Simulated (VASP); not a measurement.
**Be: relaxation of shape and atoms at fixed volume with PBE**

Be:

```
CELL_PARAMETERS angstrom
2.33088 0.00000 0.00000
-1.16544 2.01860 0.00000
0.00000 0.00000 3.66362
ATOMIC_POSITIONS crystal
Be 0.33333 0.66667 0.25000
Be 0.66667 0.33333 0.75000
```

```json
{
 "Program": "VASP 6.6.1",
 "Task": "relaxation of shape and atoms at fixed volume",
 "Functional": "PBE",
 "Potentials or basis": "VASP PAW PBE potentials, release 64 (Be)",
 "Cutoff": "600 eV",
 "k mesh": "21 × 21 × 12",
 "Occupations": "gaussian, width 0.1 eV",
 "Spin": "no spin polarisation",
 "Dipole correction": "no",
 "Further INCAR settings": "ALGO = Normal; EDIFF = 1e-06; IBRION = 2; EDIFFG = -0.01; NSW = 50; ISIF = 4"
}
```

* Energy gained by relaxing: 0.0 meV/atom
* Ionic steps: 2
* Pressure after relaxing: -9.0 GPa
* Band gap on the k mesh: zero (bands 2 and 3 overlap by 2.00 eV)

Stress tensor (GPa, compression positive):
```
-9.01  0.00  0.00
 0.00 -9.01  0.00
 0.00  0.00 -9.14
```

Final structure:
```
CELL_PARAMETERS angstrom
2.33178 0.00000 0.00000
-1.16589 2.01938 0.00000
0.00000 0.00000 3.66079
ATOMIC_POSITIONS crystal
Be 0.33333 0.66667 0.25000
Be 0.66667 0.33333 0.75000
```

Levels at points of the mesh, in eV from the Fermi level:
```
           k point  band 1  band 2  band 3  band 4  band 5  band 6
(0.00, 0.00, 0.00)  -10.92   -4.15    0.85   14.85   14.85   17.54
(0.00, 0.00, 0.50)   -8.82   -8.82   10.06   10.06   16.39   16.39
```

Wall time 14 s on 1 thread of Intel(R) Xeon(R) 6975P-C (Granite Rapids), with other jobs on the host, peak memory 0.16 GiB.
